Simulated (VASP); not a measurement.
## CO2: relaxation of cell and atoms with LDA

CO2:

```
C O
1.0
    -1.93426    1.93426    2.94728
     1.93426   -1.93426    2.94728
     1.93426    1.93426   -2.94728
C O
2 4
Direct
  0.00000 0.00000 0.00000
  0.75000 0.25000 0.50000
  0.37500 0.29408 0.41908
  0.04408 0.62500 0.91908
  0.70592 0.12500 0.08092
  0.87500 0.95592 0.58092
```

```json
{
  "Program": "VASP 6.6.1",
  "Task": "relaxation of cell and atoms",
  "Functional": "LDA",
  "Potentials or basis": "VASP PAW LDA potentials, release 64 (C, O)",
  "Cutoff": "600 eV",
  "k mesh": "8 × 8 × 8",
  "Occupations": "gaussian, width 0.02 eV",
  "Spin": "no spin polarisation",
  "Dipole correction": "no",
  "Further INCAR settings": "ALGO = Normal; EDIFF = 1e-07; IBRION = 2; EDIFFG = -0.01; NSW = 80; ISIF = 3"
}
```

* Relaxed volume: 7.38 Å³/atom
* Relaxed cell: a = 4.027 Å, b = 4.027 Å, c = 4.027 Å, α = 122.48°, β = 122.48°, γ = 85.75°
* Space group after relaxing (to 0.1 Å): I-42d (No. 122)
* Energy gained by relaxing: 0.3 meV/atom
* Ionic steps: 3
* Pressure after relaxing: -0.1 GPa
* Largest force after relaxing: 0.005 eV/Å
* Band gap on the k mesh: 7.49 eV (least direct gap 7.96 eV)

Forces on the atoms (eV/Å):
```
C    0.000  0.000  0.000
C    0.000  0.000  0.000
O    0.005  0.000  0.000
O    0.000  0.005  0.000
O    0.000 -0.005  0.000
O   -0.005  0.000  0.000
```

Stress tensor (GPa, compression positive):
```
-0.08  0.00  0.00
 0.00 -0.08  0.00
 0.00  0.00  0.01
```

Step by step:
| step | energy change (eV) | largest force (eV/Å) | pressure (GPa) | volume (Å³) |
| --- | --- | --- | --- | --- |
| 1 | 0.0000 | 0.1381 | 1.85 | 44.11 |
| 2 | 0.0037 | 0.2213 | -3.25 | 44.65 |
| 3 | -0.0018 | 0.0053 | -0.05 | 44.30 |

Final structure:
```cif
data_structure
_symmetry_space_group_name_H-M 'P 1'
_symmetry_Int_Tables_number 1
_cell_length_a 4.0268
_cell_length_b 4.0268
_cell_length_c 4.0268
_cell_angle_alpha 122.485
_cell_angle_beta 122.485
_cell_angle_gamma 85.747
_cell_volume 44.30
loop_
_atom_site_label
_atom_site_type_symbol
_atom_site_fract_x
_atom_site_fract_y
_atom_site_fract_z
_atom_site_occupancy
C1 C 0.00000 0.00000 0.00000 1
C2 C 0.75000 0.25000 0.50000 1
O1 O 0.37500 0.29471 0.41971 1
O2 O 0.04471 0.62500 0.91971 1
O3 O 0.70529 0.12500 0.08029 1
O4 O 0.87500 0.95529 0.58029 1
```

Levels at points of the mesh, in eV from the valence-band top:
```csv
k point,band 14,band 15,band 16,band 17,band 18,band 19
"(0.00, 0.00, 0.00)",-0.93,-0.93,-0.47,7.49,9.52,9.52
"(0.50, 0.00, 0.00)",-1.54,-0.48,0.00,8.40,9.67,10.15
"(0.50, 0.50, 0.00)",-0.69,-0.57,-0.57,9.23,9.23,10.11
"(0.50, 0.50, 0.50)",-2.95,-0.07,-0.07,8.90,8.90,10.99
```

It took 51 s on 1 thread of Intel(R) Xeon(R) 6975P-C (Granite Rapids), with other jobs on the host, peak memory 0.17 GiB.

A k mesh can miss the band edges.
